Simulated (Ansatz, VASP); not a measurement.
**CsPbBr3 in VASP and in Ansatz**

INCAR

```
SYSTEM = CsPbBr3
PREC = Accurate
ENCUT = 450
EDIFF = 1E-7
ISMEAR = -1
SIGMA = 0.05
LREAL = .FALSE.
LASPH = .TRUE.
NELM = 120
ALGO = Normal
ISIF = 2
LWAVE = .FALSE.
LCHARG = .FALSE.
GGA = PS
IBRION = 2
NSW = 60
EDIFFG = -0.01
GGA_COMPAT = .FALSE.
NELMIN = 4
```

The input KPOINTS:

```
regular mesh
0
G
  4 4 4
  0 0 0
```

File POSCAR:

```
CsPbBr3
1.0
    5.7526000000      0.0000000000      0.0000000000
    0.0000000000      5.7526000000      0.0000000000
    0.0000000000      0.0000000000      5.8700000000
Pb Cs Br
1 1 3
Direct
    0.5000000000      0.5000000000      0.5000000000
    0.0000000000      0.0000000000      0.0000000000
    0.5000000000      0.5000000000      0.0000000000
    0.5000000000      0.0000000000      0.5000000000
    0.0000000000      0.5000000000      0.5000000000
```

File input.yaml:

```yaml
crystal:
  lattice:
    - [5.7526, 0.0, 0.0]
    - [0.0, 5.7526, 0.0]
    - [0.0, 0.0, 5.87]
  atoms:
    - { symbol: Pb, position: [0.5, 0.5, 0.5] }
    - { symbol: Cs, position: [0.0, 0.0, 0.0] }
    - { symbol: Br, position: [0.5, 0.5, 0.0] }
    - { symbol: Br, position: [0.5, 0.0, 0.5] }
    - { symbol: Br, position: [0.0, 0.5, 0.5] }
hamiltonian:
  xc: pbesol
  pseudopotentials: { kind: paw }
kpoints:
  mp_grid: { grid: [4, 4, 4] }
scf:
  occupations: { method: fermi_dirac, width: 0.05 }
output:
  forces: true
  stress: true
  eigenvalues: true
relax:
  f_tol: 0.01
  max_steps: 40
```

Alike in both runs: task relaxation of the atoms; functional PBEsol; k mesh 4 × 4 × 4; occupations fermi-dirac, width 0.05 eV; no spin polarisation.

|  | VASP | Ansatz |
| --- | --- | --- |
| version | VASP 6.6.1 | Ansatz 0.2.0 |
| potentials or method | VASP PAW PBE potentials, release 64 (Pb_d, Cs_sv, Br) | Ansatz PAW |
| plane-wave cutoff (eV) | 450 | 420 |
| valence electrons in the cell | 44 | 44 |

```csv
,VASP,Ansatz,Ansatz less VASP
"gap on the k mesh at the Fermi level, each at its own relaxed structure (eV)",1.14,1.14,-0.001
```

VASP's potentials were made for PBE, not for PBEsol.

Neither program's run includes spin-orbit coupling. Noted on VASP's run: the relaxation stopped at its first step, so nothing moved. Noted on Ansatz's run: the relaxation stopped at its first step, so nothing moved.
